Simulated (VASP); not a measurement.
# Ta: single point with PBEsol

Crystal: Ta.

```
Ta
1.0
     2.82701    0.00000    0.00000
    -1.41350    2.44826    0.00000
     1.41350    0.81609    2.53985
Ta
1
Direct
  0.00000 0.00000 0.00000
```

```
Program                : VASP 6.6.1
Task                   : single point
Functional             : PBEsol
Potentials or basis    : VASP PAW PBE potentials, release 64 (Ta_pv)
Cutoff                 : 520 eV
k mesh                 : 12 × 12 × 14
Occupations            : gaussian, width 0.1 eV
Spin                   : no spin polarisation
Dipole correction      : no
Further INCAR settings : ALGO = Fast; EDIFF = 1e-06; NBANDS = 12; ISYM = 0
```

* Pressure: 7.6 GPa
* Band gap on the k mesh: zero (an odd number of electrons rules out a gap without spin polarisation)

Stress tensor (GPa, compression positive):
```
9.84 0.01 0.15
0.01 9.83 0.09
0.15 0.09 3.06
```

Levels at points of the mesh, in eV from the Fermi level:
| k point | band 2 | band 3 | band 4 | band 5 | band 6 | band 7 | band 8 | band 9 |
| --- | --- | --- | --- | --- | --- | --- | --- | --- |
| (0.00, 0.00, 0.00) | -33.16 | -33.16 | -8.37 | -0.67 | 0.90 | 0.91 | 3.91 | 3.92 |
| (0.50, 0.00, 0.00) | -33.81 | -33.60 | -4.75 | -3.67 | 3.40 | 5.99 | 6.86 | 7.49 |
| (0.00, 0.50, 0.00) | -33.53 | -33.42 | -4.81 | -0.76 | 0.98 | 1.33 | 5.44 | 7.15 |
| (0.50, 0.50, 0.00) | -33.53 | -33.42 | -4.81 | -0.76 | 0.98 | 1.33 | 5.44 | 7.15 |
| (0.00, 0.00, 0.50) | -33.26 | -33.26 | -5.09 | 0.10 | 0.53 | 0.53 | 6.07 | 6.07 |
| (0.50, 0.00, 0.50) | -33.53 | -33.42 | -4.80 | -0.76 | 0.98 | 1.33 | 5.44 | 7.15 |
| (0.00, 0.50, 0.50) | -33.81 | -33.60 | -4.75 | -3.67 | 3.40 | 5.99 | 6.86 | 7.49 |
| (0.50, 0.50, 0.50) | -33.81 | -33.60 | -4.75 | -3.67 | 3.40 | 5.99 | 6.86 | 7.49 |

It took 4.1 min on 1 thread of Intel Xeon 8259CL, on a shared host, peak memory 0.32 GiB.

Caveat: the stress differs along the axes, from 3 to 10 GPa; the PAW data sets were made with another functional, which shifts forces and pressure a little; spin-orbit coupling is left out, which moves the levels of the heavy elements.
